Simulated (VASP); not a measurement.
# NdAgO4 (P4/mmm) in VASP: a series of runs, part 2 of 2

VASP 6.6.1. Earlier steps stand in the parts before.

### Step 3. Relaxation of cell and atoms, PBE

This run uses another cell than the first one, of 12.15 Å³/atom.

INCAR

```
  ALGO = Normal
  EDIFF = 1E-7
  EDIFFG = -0.04
  ENCUT = 600
  GGA = PE
  IBRION = 2
  ISIF = 3
  ISMEAR = 0
  LASPH = T
  LCHARG = F
  LREAL = F
  LWAVE = F
  NELM = 80
  NSW = 90
  PREC = Accurate
  SIGMA = 0.1
```

KPOINTS

```
k-points
0
Gamma
  6 6 4
```

POSCAR

```
NdAgO4
1.0
    3.7033918900      0.0000000000      0.0000000000
    0.0000000000      3.7033918900      0.0000000000
    0.0000000000      0.0000000000      5.3151938900
Nd Ag O
1 1 4
Direct
    0.0000000000      0.0000000000      0.0000000000
    0.5000000000      0.5000000000      0.5000000000
    0.5000000000      0.0000000000      0.7338745000
    0.0000000000      0.5000000000      0.2661255000
    0.5000000000      0.0000000000      0.2661255000
    0.0000000000      0.5000000000      0.7338745000
```

Potentials or basis: VASP PAW PBE potentials, release 64 (Nd, Ag, O).

Command:

```console
$ cat potpaw_PBE.64/Nd/POTCAR potpaw_PBE.64/Ag/POTCAR potpaw_PBE.64/O/POTCAR > POTCAR
$ mpirun -np 1 vasp_std > vasp.out
```

OUTCAR:

```text
EDIFF = 1E-7
   EDIFFG = -0.04
   ENCUT = 600
   GGA = PE
   IBRION = 2
   ISIF = 3
   ISMEAR = 0
   LASPH = T
   LREAL = F
   NELM = 80
   NSW = 90
   PREC = Accurate

 ion  position               nearest neighbor table
   1  0.000  0.000  0.000-   3 2.33   4 2.33   5 2.33   6 2.33   4 2.33   6 2.33   3 2.33   5 2.33

   2  0.500  0.500  0.500-   3 2.23   4 2.23   5 2.23   6 2.23   3 2.23   5 2.23   4 2.23   6 2.23

   3  0.500  0.000  0.734-   2 2.23   2 2.23   1 2.33   1 2.33
   4  0.000  0.500  0.266-   2 2.23   2 2.23   1 2.33   1 2.33
   5  0.500  0.000  0.266-   2 2.23   2 2.23   1 2.33   1 2.33
   6  0.000  0.500  0.734-   2 2.23   2 2.23   1 2.33   1 2.33

  LATTYP: Found a simple tetragonal cell.
 ALAT       =     3.7033918900
 C/A-ratio  =     1.4352231813

  Lattice vectors:

 A1 = (   3.7033918900,   0.0000000000,   0.0000000000)
 A2 = (   0.0000000000,   3.7033918900,   0.0000000000)
 A3 = (   0.0000000000,   0.0000000000,   5.3151938900)

Analysis of symmetry for initial positions (statically):
=====================================================================
 Subroutine PRICEL returns:
[... 187 lines left out ...]
  --------------------------------------------------------------------------------------
  -------------------------------------------------------------------------------------
  Total        2.1903077      2.1903077     -1.1273095      0.0000000      0.0000000      0.0000000
  in kB       48.1390219     48.1390219    -24.7762333      0.0000000      0.0000000      0.0000000
  external PRESSURE =      23.8339369 kB  Pullay stress =       0.0000000 kB
[... 267 lines left out ...]
--------------------------------------- Ionic step        8  -------------------------------------------

 number of electron      49.0000010 magnetization

 Free energy of the ion-electron system (eV)
  ---------------------------------------------------
  ext. energy  EPLUGINS =         0.00000000
  ---------------------------------------------------
  free energy    TOTEN  =       -35.74589201 eV

  energy without entropy =      -35.72531820  energy(sigma->0) =      -35.73560511

 E-fermi :   3.7845     XC(G=0): -11.2502

 val. band max:        3.7525264087   @ k =   0.1667   0.0000   0.0000
 cond. band min:       3.8014814682   @ k =   0.3333   0.3333   0.0000
 fundamental gap:      0.0489550595
 Fermi energy:         3.7845467740

 k-point     1 :       0.0000    0.0000    0.0000
  band No.  band energies     occupation
      1     -31.8646      2.00000
      2     -15.4517      2.00000
      3     -13.8884      2.00000
      4     -13.0915      2.00000
      5     -12.9258      2.00000
      6     -12.9258      2.00000
[... 757 lines left out ...]
     28       4.1640      0.00000
     29       4.2616      0.00000

 [... further k-points ...]

------------------------ aborting loop because EDIFF is reached ----------------------------------------

  FORCE on cell =-STRESS in cart. coord.  units (eV):
  Direction    XX          YY          ZZ          XY          YZ          ZX
  --------------------------------------------------------------------------------------
  -------------------------------------------------------------------------------------
  Total        0.0325519      0.0325519      0.0494537      0.0000000      0.0000000      0.0000000
  in kB        0.6945298      0.6945298      1.0551456      0.0000000      0.0000000      0.0000000
  external PRESSURE =       0.8147351 kB  Pullay stress =       0.0000000 kB
[... 21 lines left out ...]
  FREE ENERGIE OF THE ION-ELECTRON SYSTEM (eV)
  ---------------------------------------------------
  free  energy   TOTEN  =       -35.7458920121 eV

  energy  without entropy=      -35.7253182006  energy(sigma->0) =      -35.73560511

 reached required accuracy - stopping structural energy minimisation
```

CONTCAR:

```text
NdAgO4
   1.00000000000000
     3.7526888604735484   -0.0000000000000000    0.0000000000000000
     0.0000000000000000    3.7526888604735484   -0.0000000000000000
    -0.0000000000000000    0.0000000000000000    5.3322622596219400
  Nd              Ag              O
     1     1     4
Direct
     0.0000000000000000    0.0000000000000000    0.0000000000000000
     0.5000000000000000    0.5000000000000000    0.5000000000000000
     0.5000000000000000    0.0000000000000000    0.7616632229908847
     0.0000000000000000    0.5000000000000000    0.2383367770091152
     0.5000000000000000    0.0000000000000000    0.2383367770091152
     0.0000000000000000    0.5000000000000000    0.7616632229908847

  0.00000000E+00  0.00000000E+00  0.00000000E+00
  0.00000000E+00  0.00000000E+00  0.00000000E+00
  0.00000000E+00  0.00000000E+00  0.00000000E+00
  0.00000000E+00  0.00000000E+00  0.00000000E+00
  0.00000000E+00  0.00000000E+00  0.00000000E+00
  0.00000000E+00  0.00000000E+00  0.00000000E+00
```

It took 52 min on 1 thread of Oxide Virtual Turin-like, shared host; peak memory 0.23 GiB.

What came out:

* Free energy: -35.7459 eV
* Relaxed volume: 12.52 Å³/atom
* Relaxed cell: a = 3.753 Å, b = 3.753 Å, c = 5.332 Å, α = 90.00°, β = 90.00°, γ = 90.00°
* Space group after relaxing (to 0.1 Å): P4/mmm (No. 123)
* Energy gained by relaxing: 83.4 meV/atom
* Ionic steps: 8
* Pressure after relaxing: 0.1 GPa
* Largest force after relaxing: 0.021 eV/Å
* Band gap on the k mesh: zero (an odd number of electrons rules out a gap without spin polarisation)

Forces on the atoms (eV/Å):
```
Nd   0.000  0.000  0.000
Ag   0.000  0.000  0.000
O    0.000  0.000  0.021
O    0.000  0.000 -0.021
O    0.000  0.000 -0.021
O    0.000  0.000  0.021
```

Step by step:
| step | energy change (eV) | largest force (eV/Å) | pressure (GPa) | volume (Å³) |
| --- | --- | --- | --- | --- |
| 1 | 0.0000 | 1.6040 | 2.38 | 72.90 |
| 2 | -0.3976 | 0.7338 | -1.00 | 74.80 |
| 3 | -0.4653 | 0.1608 | -2.22 | 76.07 |
| 4 | -0.4655 | 0.1890 | -2.18 | 76.01 |
| 5 | -0.4855 | 0.0661 | 2.04 | 74.08 |
| 6 | -0.4877 | 0.0053 | 1.05 | 74.52 |
| 7 | -0.4988 | 0.0118 | 0.27 | 74.91 |
| 8 | -0.5003 | 0.0209 | 0.08 | 75.09 |

Final structure:
```
Nd Ag O
1.0
     3.75269    0.00000    0.00000
     0.00000    3.75269    0.00000
     0.00000    0.00000    5.33226
Nd Ag O
1 1 4
Direct
  0.00000 0.00000 0.00000
  0.50000 0.50000 0.50000
  0.50000 0.00000 0.76166
  0.00000 0.50000 0.23834
  0.50000 0.00000 0.23834
  0.00000 0.50000 0.76166
```

Caveat: spin-orbit coupling is left out, which moves the levels of the heavy elements; an odd number of electrons without spin polarisation forces a metal; a magnetic or distorted state may lie lower; the run has no spin polarisation, though such a crystal can be magnetic; semilocal functionals describe open f shells poorly, which spoils levels, moments and volumes. With open d or f shells a metallic result of PBE can be an artefact of self-interaction; +U or a hybrid may open a gap.

### Step 4. Single point, PBE, collinear spin

This run uses another cell than the first one, of 12.15 Å³/atom.

INCAR

```
SYSTEM = NdAgO4
PREC     = Accurate       ! precision mode
ENCUT    = 520            ! plane-wave cutoff, eV
EDIFF    = 1E-7           ! SCF threshold, eV
ISMEAR   = 0              ! smearing method
SIGMA    = 0.1            ! smearing width, eV
LREAL    = .False.        ! projectors in reciprocal space
LASPH    = .True.         ! aspherical terms in the spheres
NELM     = 150            ! most SCF steps
ALGO     = Normal         ! electronic algorithm
ISIF     = 2              ! what is computed and relaxed
LWAVE    = .False.        ! write WAVECAR
LCHARG   = .True.         ! write CHGCAR
ISPIN    = 2              ! spin polarisation
MAGMOM   = 0 1 0 0 0 0    ! initial moments
LORBIT   = 11             ! projections on sites
LMAXMIX  = 6              ! l up to which the mixer works
GGA      = PE             ! functional
LELF     = .True.         ! ELF
LVHAR    = .True.       
NBANDS   = 38             ! bands
```

KPOINTS

```
Automatic mesh
0
Gamma
  6 6 4
  0 0 0
```

POSCAR is that of step 3.

Command:

```console
$ cat potpaw_PBE.64/Nd/POTCAR potpaw_PBE.64/Ag/POTCAR potpaw_PBE.64/O/POTCAR > POTCAR
$ mpirun -np 1 vasp_std > vasp.out
```

Wall time 35 min (1 thread of Oxide Virtual Turin-like, shared host); peak memory 0.27 GiB.

The run converged. Its results:

```
Free energy                                           : -35.2425 eV
Pressure                                              : 2.7 GPa
Largest force                                         : 1.551 eV/Å
Net moment                                            : 0.16 μB per cell
Site moments                                          : Nd +0.01; Ag +0.03; O +0.03 μB
Valence electrons inside the program's atomic spheres : Nd 10.80; Ag 9.65; O 4.90
```

Forces on the atoms (eV/Å):
```
Nd   0.000  0.000  0.000
Ag   0.000  0.000  0.000
O    0.000  0.000  1.551
O    0.000  0.000 -1.551
O    0.000  0.000 -1.551
O    0.000  0.000  1.551
```

Stress tensor (GPa, compression positive):
```
 5.00  0.00  0.00
 0.00  5.00  0.00
 0.00  0.00 -1.96
```

Levels at points of the mesh, in eV from the Fermi level:
Spin up:
```
           k point  band 22  band 23  band 24  band 25  band 26  band 27
(0.00, 0.00, 0.00)    -1.21    -0.88     0.05     0.21     0.21     0.65
(0.50, 0.00, 0.00)    -1.26    -0.52    -0.25    -0.24     0.10     0.14
(0.50, 0.50, 0.00)    -0.51    -0.36    -0.36     0.02     0.02     0.23
(0.00, 0.00, 0.50)    -1.30    -0.41    -0.23    -0.23     0.06     0.53
(0.50, 0.00, 0.50)    -1.39    -1.37    -0.25    -0.01     0.02     0.13
(0.50, 0.50, 0.50)    -0.70    -0.70    -0.62     0.07     0.07     0.19
```
Spin down:
```csv
k point,band 22,band 23,band 24,band 25,band 26,band 27,band 28,band 29
"(0.00, 0.00, 0.00)",-1.19,-0.83,0.17,0.33,0.33,0.52,0.69,0.69
"(0.50, 0.00, 0.00)",-1.18,-0.65,-0.18,-0.15,0.21,0.21,0.30,0.37
"(0.50, 0.50, 0.00)",-0.46,-0.29,-0.29,-0.10,0.21,0.21,0.28,0.28
"(0.00, 0.00, 0.50)",-1.26,-0.42,-0.18,-0.18,0.14,0.17,0.72,0.72
"(0.50, 0.00, 0.50)",-1.32,-1.31,-0.20,0.03,0.07,0.16,0.21,0.34
"(0.50, 0.50, 0.50)",-0.62,-0.62,-0.57,-0.11,0.21,0.21,0.30,0.59
```

Caveat: the magnetic or orbital state may not be the lowest; the stress differs along the axes, from -2 to 5 GPa; the moments typed at the start vanished in this run; spin-orbit coupling is left out, which moves the levels of the heavy elements; semilocal functionals describe open f shells poorly, which spoils levels, moments and volumes; forces of over 1 eV/Å act on the atoms, so gaps and moduli don't describe the material at rest. With open d or f shells a metallic result of PBE can be an artefact of self-interaction; +U or a hybrid may open a gap.

### Step 5. Summary

```tsv
task	spin	cell	k mesh	cutoff (eV)	gap on the mesh (eV)	pressure (GPa)	moment (μB)	largest force (eV/Å)
single point	collinear	a = 3.874, b = 3.874, c = 5.377 Å, 6 atoms, atomic positions A	4 × 4 × 4	520	none	-10.0	0.55	1.54
relaxation of cell and atoms	off	relaxed from a = 3.703, b = 3.703, c = 5.315 Å, 6 atoms, atomic positions B	6 × 6 × 4	600	none	0.1	-	0.02
single point	collinear	a = 3.703, b = 3.703, c = 5.315 Å, 6 atoms, atomic positions B	6 × 6 × 4	520	none	2.7	0.16	1.55
```

Alike in all rows: level PBE; potentials or basis VASP PAW PBE potentials, release 64 (Nd, Ag, O); smearing gaussian 0.1 eV.

Caveats: some runs use coarse meshes; spin-orbit coupling is left out, which moves the levels of the heavy elements; semilocal functionals describe open f shells poorly, which spoils levels, moments and volumes; the magnetic or orbital state may not be the lowest (at least some runs); forces of over 1 eV/Å act on the atoms, so gaps and moduli don't describe the material at rest (at least some runs); an odd number of electrons without spin polarisation forces a metal (at least some runs); a magnetic or distorted state may lie lower (at least some runs); the stress differs along the axes, from -2 to 5 GPa (at least some runs).

Absolute energies hang on the potentials; compare differences alone.

The gap in the log of VASP goes by the Fermi energy; the results here count the filled bands.